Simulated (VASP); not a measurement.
The system is GaP.

```
CELL_PARAMETERS angstrom
0.00000 2.70696 2.70696
2.70696 0.00000 2.70696
2.70696 2.70696 0.00000
ATOMIC_POSITIONS crystal
Ga 0.00000 0.00000 0.00000
P 0.75000 0.75000 0.75000
```

Base run:

* Program: VASP 6.6.1
* Functional: b88 exchange, pbe correlation
* Potentials or basis: VASP PAW PBE potentials, release 64 (Ga_d, P)
* Cutoff: 500 eV
* k mesh: 8 × 8 × 8
* Occupations: fermi-dirac, width 0.05 eV
* Spin: no spin polarisation

Its results: band gap on the k mesh 1.61 eV (least direct gap 1.98 eV); pressure 4.1 GPa.

Problem. The run is repeated on the same cell with these changes: functional from b88 exchange, pbe correlation to HF; cutoff from 500 eV to 520 eV; k mesh from 8 × 8 × 8 to 4 × 4 × 4. What comes out?

Solution. Band gap on the k mesh 7.85 eV (least direct gap 9.66 eV); pressure 7.6 GPa.

Several settings changed at once.

Caveats: some runs use coarse meshes; the PAW data sets were made with another functional, which shifts forces and pressure a little; the cell stands under pressure (at least some runs).

A k mesh can miss the band edges.
